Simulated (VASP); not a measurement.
BaF2 (fluorite type):

```xyz
3
Lattice="0.0000 2.9747 2.9747 2.9747 0.0000 2.9747 2.9747 2.9747 0.0000" Properties=species:S:1:pos:R:3 pbc="T T T"
Ba    0.0000    0.0000    0.0000
F     1.4873    1.4873    1.4873
F     4.4620    4.4620    4.4620
```

* Program: VASP 6.6.1
* Task: relaxation of cell and atoms
* Functional: PBE
* Potentials or basis: VASP PAW PBE potentials, release 64 (Ba_sv, F)
* Cutoff: 600 eV
* k mesh: 11 × 11 × 11
* Occupations: fermi-dirac, width 0.05 eV
* Spin: no spin polarisation

At the start: pressure 13.0 GPa; volume 17.55 Å³/atom.

Question: Where does the relaxation end?

Answer: Over 5 steps the energy falls by 108.4 meV/atom and the volume is 20.68 Å³/atom (+17.9 %); space group Fm-3m (No. 225, to 0.1 Å) before and after.

Step by step:
| step | energy change (eV) | largest force (eV/Å) | pressure (GPa) | volume (Å³) |
| --- | --- | --- | --- | --- |
| 1 | 0.0000 | 0.0000 | 12.97 | 52.64 |
| 2 | -0.3129 | 0.0000 | -1.73 | 64.22 |
| 3 | -0.3250 | 0.0000 | 0.10 | 61.92 |
| 4 | -0.3251 | 0.0000 | -0.07 | 62.12 |
| 5 | -0.3251 | 0.0000 | 0.00 | 62.04 |

Final structure:
```
CELL_PARAMETERS angstrom
0.00000 3.14208 3.14208
3.14208 0.00000 3.14208
3.14208 3.14208 0.00000
ATOMIC_POSITIONS crystal
Ba 0.00000 0.00000 0.00000
F 0.25000 0.25000 0.25000
F 0.75000 0.75000 0.75000
```

Caveat: the volume moved by over 15 % at a fixed basis, so the end points are rough.
